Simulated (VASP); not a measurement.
# AlCo (Pm-3m) in VASP: a series of runs, part 2 of 2

VASP 6.6.1. The steps go on from the part before.

### 5 Single point, PBE, collinear spin, ferromagnetic start

This run uses another cell than the first one, of 11.21 Å³/atom, 0.943 times its volume.

INCAR reads:

```
SYSTEM = AlCo
ALGO = Normal
EDIFF = 1E-6
ENCUT = 600
GGA = PE
GGA_COMPAT = .False.
ISIF = 2
ISMEAR = -1
ISPIN = 2
LASPH = .True.
LCHARG = .True.
LELF = .True.
LMAXMIX = 4
LORBIT = 11
LREAL = .False.
LVHAR = .True.
LWAVE = .False.
MAGMOM = 2 0
NBANDS = 21
NELM = 200
NUPDOWN = 2.0
PREC = Accurate
SIGMA = 0.05
```

KPOINTS reads:

```
k-points
0
Gamma
  8 8 8
  0 0 0
```

POSCAR reads:

```
AlCo
1.0
    2.8194032100      0.0000000000      0.0000000000
    0.0000000000      2.8194032100      0.0000000000
    0.0000000000      0.0000000000      2.8194032100
Co Al
1 1
Direct
    0.5000000000      0.5000000000      0.5000000000
    0.0000000000      0.0000000000      0.0000000000
```

Potentials or basis: VASP PAW PBE potentials, release 64 (Co_sv, Al).

Run with:

```console
> cat potpaw_PBE.64/Co_sv/POTCAR potpaw_PBE.64/Al/POTCAR > POTCAR
> mpirun -np 1 vasp_std > vasp.out
```

OUTCAR:

```text
SYSTEM = AlCo
   EDIFF = 1E-6
   ENCUT = 600
   GGA = PE
   ISIF = 2
   ISMEAR = -1
   ISPIN = 2
   LASPH = .True.
   LORBIT = 11
   LREAL = .False.
   NELM = 200
   NUPDOWN = 2.0
   PREC = Accurate

 ion  position               nearest neighbor table
   1  0.500  0.500  0.500-   2 2.44   2 2.44   2 2.44   2 2.44   2 2.44   2 2.44   2 2.44   2 2.44

   2  0.000  0.000  0.000-   1 2.44   1 2.44   1 2.44   1 2.44   1 2.44   1 2.44   1 2.44   1 2.44

  LATTYP: Found a simple cubic cell.
 ALAT       =     2.8194032100

  Lattice vectors:

 A1 = (   2.8194032100,   0.0000000000,   0.0000000000)
 A2 = (   0.0000000000,   2.8194032100,   0.0000000000)
 A3 = (   0.0000000000,   0.0000000000,   2.8194032100)

Analysis of symmetry for initial positions (statically):
=====================================================================
 Subroutine PRICEL returns:
 Original cell was already a primitive cell.

 Routine SETGRP: Setting up the symmetry group for a
 simple cubic supercell.

 Subroutine GETGRP returns: Found 48 space group operations
 (whereof 48 operations were pure point group operations)
 out of a pool of 48 trial point group operations.

The static configuration has the point symmetry O_h .

Analysis of symmetry for dynamics (positions and initial velocities):
=====================================================================
 Subroutine PRICEL returns:
 Original cell was already a primitive cell.

 Routine SETGRP: Setting up the symmetry group for a
 simple cubic supercell.

 Subroutine GETGRP returns: Found 48 space group operations
 (whereof 48 operations were pure point group operations)
 out of a pool of 48 trial point group operations.

The dynamic configuration has the point symmetry O_h .

Analysis of structural, dynamic, and magnetic symmetry:
=====================================================================
 Subroutine PRICEL returns:
 Original cell was already a primitive cell.

 Routine SETGRP: Setting up the symmetry group for a
 simple cubic supercell.

 Subroutine GETGRP returns: Found 48 space group operations
 (whereof 48 operations were pure point group operations)
[... 141 lines left out ...]

 Free energy of the ion-electron system (eV)
  ---------------------------------------------------
  ext. energy  EPLUGINS =         0.00000000
  ---------------------------------------------------
  free energy    TOTEN  =       -10.78447351 eV

  energy without entropy =      -10.76419346  energy(sigma->0) =      -10.77433348

 E-fermi :  10.9436     XC(G=0): -12.6785

 val. band max:       13.9467625724   @ k =   0.5000   0.5000   0.5000
 cond. band min:      10.9444877782   @ k =   0.2500   0.2500   0.0000
 fundamental gap:     -3.0022747942
 Fermi energy:        14.1929518232

 spin component 1

 k-point     1 :       0.0000    0.0000    0.0000
  band No.  band energies     occupation
      1     -84.4127      1.00000
      2     -47.6595      1.00000
      3     -47.6595      1.00000
      4     -47.6595      1.00000
      5       0.3750      1.00000
      6       7.6623      1.00000
[... 565 lines left out ...]
     20      33.5877      0.00000
     21      36.8183      0.00000

 [... further k-points ...]

 spin component 2

 k-point     1 :       0.0000    0.0000    0.0000
  band No.  band energies     occupation
      1     -82.4840      1.00000
      2     -45.7781      1.00000
      3     -45.7781      1.00000
      4     -45.7781      1.00000
      5       0.7461      1.00000
      6       9.1945      1.00000
[... 565 lines left out ...]
     20      33.9157      0.00000
     21      37.0350      0.00000

 [... further k-points ...]
[... 5 lines left out ...]
  --------------------------------------------------------------------------------------
  -------------------------------------------------------------------------------------
  Total        3.2971923      3.2971923      3.2971923      0.0000000     -0.0000000     -0.0000000
  in kB      235.7128695    235.7128695    235.7128695      0.0000000     -0.0000000     -0.0000000
  external PRESSURE =     235.7128695 kB  Pullay stress =       0.0000000 kB

 VOLUME and BASIS-vectors are now :
 -----------------------------------------------------------------------------
  energy-cutoff  :      600.00
  volume of cell :       22.41
      direct lattice vectors                 reciprocal lattice vectors
     2.819403210  0.000000000  0.000000000     0.354684990  0.000000000  0.000000000
     0.000000000  2.819403210  0.000000000     0.000000000  0.354684990  0.000000000
     0.000000000  0.000000000  2.819403210     0.000000000  0.000000000  0.354684990

 POSITION                                       TOTAL-FORCE (eV/Angst)
 -----------------------------------------------------------------------------------
      1.40970      1.40970      1.40970         0.000000      0.000000      0.000000
      0.00000      0.00000      0.00000         0.000000      0.000000      0.000000
 -----------------------------------------------------------------------------------
    total drift:                                0.000000      0.000000     -0.000000

  FREE ENERGIE OF THE ION-ELECTRON SYSTEM (eV)
  ---------------------------------------------------
  free  energy   TOTEN  =       -10.7844735051 eV

  energy  without entropy=      -10.7641934620  energy(sigma->0) =      -10.77433348

 total charge

# of ion       s       p       d       tot
------------------------------------------
    1        2.243   6.143   6.755  15.141
    2        0.397   0.473   0.000   0.870
--------------------------------------------------
tot          2.640   6.616   6.755  16.011

 magnetization (x)

# of ion       s       p       d       tot
------------------------------------------
    1        0.028   0.047   1.578   1.653
    2        0.000   0.041   0.000   0.041
--------------------------------------------------
tot          0.028   0.089   1.578   1.694
```

It took 13 s on 1 thread of Intel Xeon 6975P-C (Granite Rapids), shared host; peak memory 0.16 GiB.

Results:

| Item | Value |
| --- | --- |
| Free energy | -10.7845 eV |
| Pressure | 23.6 GPa |
| Net moment | 2.00 μB per cell |
| Site moments | Co +1.65; Al +0.04 μB |
| Valence electrons inside the program's atomic spheres | Co 15.14; Al 0.87 |

Caveat: the total moment is fixed, so each spin has its own Fermi level.

### 6 Single point, PBE, collinear spin, ferromagnetic start

This run uses another cell than the first one, of 11.21 Å³/atom, 0.943 times its volume.

INCAR reads:

```
SYSTEM = AlCo
ALGO     = Normal         ! electronic algorithm
EDIFF    = 1E-6           ! SCF threshold, eV
ENCUT    = 600            ! plane-wave cutoff, eV
GGA      = PE             ! functional
GGA_COMPAT= .FALSE.      
ISIF     = 2              ! what is computed and relaxed
ISMEAR   = -1             ! smearing method
ISPIN    = 2              ! spin polarisation
LASPH    = .TRUE.         ! aspherical terms in the spheres
LCHARG   = .FALSE.        ! write CHGCAR
LMAXMIX  = 4              ! l up to which the mixer works
LORBIT   = 11             ! projections on sites
LREAL    = .FALSE.        ! projectors in reciprocal space
LWAVE    = .FALSE.        ! write WAVECAR
MAGMOM   = 4 0            ! initial moments
NBANDS   = 21             ! bands
NELM     = 200            ! most SCF steps
NUPDOWN  = 4.0            ! fixed moment
PREC     = Accurate       ! precision mode
SIGMA    = 0.05           ! smearing width, eV
```

KPOINTS reads:

```
k-points
0
G
  8 8 8
  0 0 0
```

POSCAR is that of step 5.

Potentials or basis: VASP PAW PBE potentials, release 64 (Co_sv, Al).

Run with:

```console
> cat potpaw_PBE.64/Co_sv/POTCAR potpaw_PBE.64/Al/POTCAR > POTCAR
> mpirun -np 1 vasp_std > vasp.out
```

Run time: 25 s. Hardware: 1 thread of AMD EPYC 9R45 (Zen 5), shared host; peak memory 0.13 GiB.

Results (log left out):

```
Free energy                                           : -6.1569 eV
Pressure                                              : 67.2 GPa
Net moment                                            : 4.00 μB per cell
Site moments                                          : Co +2.72; Al +0.25 μB
Valence electrons inside the program's atomic spheres : Co 14.97; Al 0.94
```

Caveat: the total moment is fixed, so each spin has its own Fermi level.

### 7 Overview

| level | fixed moment (μB) | pressure (GPa) | moment (μB) |
| --- | --- | --- | --- |
| PBEsol | 2.5 | 28.0 | 2.50 |
| PBEsol | 2.0 | 18.0 | 2.00 |
| PBE | 2.0 | 23.6 | 2.00 |
| PBE | 4.0 | 67.2 | 4.00 |

Alike in all rows: task single point; potentials or basis VASP PAW PBE potentials, release 64 (Co_sv, Al); spin collinear, ferromagnetic start; cell as given; k mesh 8 × 8 × 8; cutoff (eV) 600; smearing fermi-dirac 0.05 eV.

The pressure there spans 18.0 GPa (PBEsol) to 67.2 GPa (PBE); a positive pressure means that this level wants a larger cell, a negative one a smaller.

Caveats: the total moment is fixed, so each spin has its own Fermi level; the PAW data sets were made with another functional, which shifts forces and pressure a little (some runs).

Total energies depend on the potentials used, so only differences within one code and one set of settings carry meaning.
